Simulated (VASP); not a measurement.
Set up this calculation in VASP 6.6.1, as the native input.

* Task: single point
* Functional: r2SCAN
* Potentials or basis: VASP PAW PBE potentials, release 64 (B, N)
* Cutoff: 520 eV
* k mesh: 12 × 12 × 6
* Occupations: gaussian, width 0.05 eV
* Spin: no spin polarisation
* Dipole correction: no
* Further INCAR settings: ALGO = Normal; EDIFF = 1e-06; NBANDS = 16

BN:

```xyz
4
Lattice="2.5440 0.0000 0.0000 -1.2720 2.2031 0.0000 0.0000 0.0000 4.2077" Properties=species:S:1:pos:R:3 pbc="T T T"
B     1.2720    0.7344    3.9993
B     0.0000    1.4688    2.3106
N     1.2720    0.7344    2.9307
N     0.0000    1.4688    0.2268
```

This cell differs from its parent crystal: atoms displaced along a vibrational mode.

One way to write it, as run:

POSCAR

```
BN
1.0
    2.5439665234      0.0000000000      0.0000000000
   -1.2719832617      2.2031396356      0.0000000000
    0.0000000000      0.0000000000      4.2077449346
B N
2 2
Direct
    0.6666666667      0.3333333333      0.9504688761
    0.3333333333      0.6666666667      0.5491303057
    0.6666666667      0.3333333333      0.6964975064
    0.3333333333      0.6666666667      0.0539033118
```

INCAR.step1

```
SYSTEM = BN
PREC = Accurate
ENCUT = 520
ISMEAR = 0
SIGMA = 0.05
LREAL = .FALSE.
LASPH = .TRUE.
NELM = 80
NBANDS = 16
GGA = PE
ALGO = Normal
EDIFF = 1E-4
LWAVE = .TRUE.
LCHARG = .FALSE.
```

INCAR.step2

```
SYSTEM = BN
PREC = Accurate
ENCUT = 520
EDIFF = 1E-6
ISMEAR = 0
SIGMA = 0.05
LREAL = .FALSE.
LASPH = .TRUE.
NELM = 80
ALGO = Normal
ISIF = 2
LWAVE = .FALSE.
LCHARG = .FALSE.
METAGGA = R2SCAN
LMIXTAU = .TRUE.
NBANDS = 16
ISTART = 1
```

KPOINTS

```
Automatic mesh
0
G
  12 12 6
  0 0 0
```

Potentials or basis: VASP PAW PBE potentials, release 64 (B, N).

Launch:

```bash
$ cat potpaw_PBE.64/B/POTCAR potpaw_PBE.64/N/POTCAR > POTCAR
$ cp INCAR.step1 INCAR
$ mpirun -np 1 vasp_std > vasp.out
$ cp INCAR.step2 INCAR
$ mpirun -np 1 vasp_std > vasp.out
```

Results of the run:

| Property | Result |
| --- | --- |
| Pressure | 115.9 GPa |
| Largest force | 48.408 eV/Å |
| Band gap on the k mesh | 3.35 eV (least direct gap 4.18 eV) |

Caveat: the cell differs from its parent crystal (atoms displaced along a vibrational mode); atoms lie so close that the PAW spheres overlap strongly, which falsifies energies and pressures; the cell stands under pressure; the PAW data sets were made with another functional, which shifts forces and pressure a little.

Wall time 2.4 min on 1 thread of Intel Xeon 8259CL, with other jobs on the host, peak memory 0.16 GiB.
